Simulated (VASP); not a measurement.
## C: single point with PBEsol

C:

```
C
1.0
     1.22805   -2.12706    0.00000
     1.22805    2.12706    0.00000
     0.00000    0.00000    7.17327
C
4
Cartesian
  1.2280 1.7724 5.4025
  1.2280 -0.3547 1.7708
  1.2280 -1.7724 1.7708
  1.2280 0.3547 5.4025
```

| Item | Value |
| --- | --- |
| Program | VASP 6.6.1 |
| Task | single point |
| Functional | PBEsol |
| Potentials or basis | VASP PAW PBE potentials, release 64 (C) |
| Cutoff | 520 eV |
| k mesh | 8 × 8 × 3 |
| Occupations | methfessel-paxton, width 0.1 eV |
| Spin | no spin polarisation |

```
Pressure               : 1.6 GPa
Largest force          : 0.048 eV/Å
Band gap on the k mesh : 1.34 eV
```

Forces on the atoms (eV/Å):
```
C    0.000  0.048 -0.005
C    0.000  0.048  0.005
C    0.000 -0.048  0.005
C    0.000 -0.048 -0.005
```

Stress tensor (GPa, compression positive):
```
2.20 0.00 0.00
0.00 2.42 0.00
0.00 0.00 0.19
```

Levels at points of the mesh, in eV from the valence-band top:
```
           k point  band 4  band 5  band 6  band 7  band 8  band 9  band 10  band 11  band 12  band 13
(0.00, 0.00, 0.00)   -6.44   -2.46   -2.45   -2.45   -2.43    4.09     8.88     8.91     8.93     8.94
(0.50, 0.00, 0.00)  -12.76   -5.88   -5.88   -1.90   -1.90    2.29     2.29     8.01     8.01    11.42
(0.50, 0.50, 0.00)  -12.72   -5.89   -5.86   -2.32   -1.33    1.62     2.80     7.89     8.14    11.32
```

Run time: 34 s on 1 thread of AMD EPYC 9R45 (shared host), peak memory 0.12 GiB.

Caveat: the PAW data sets were made with another functional, which shifts forces and pressure a little; this functional lacks dispersion, which binds the layers, so the pressure and a relaxed spacing across them are unreliable. PBEsol gaps usually lie below the measured ones, often by a third to a half.
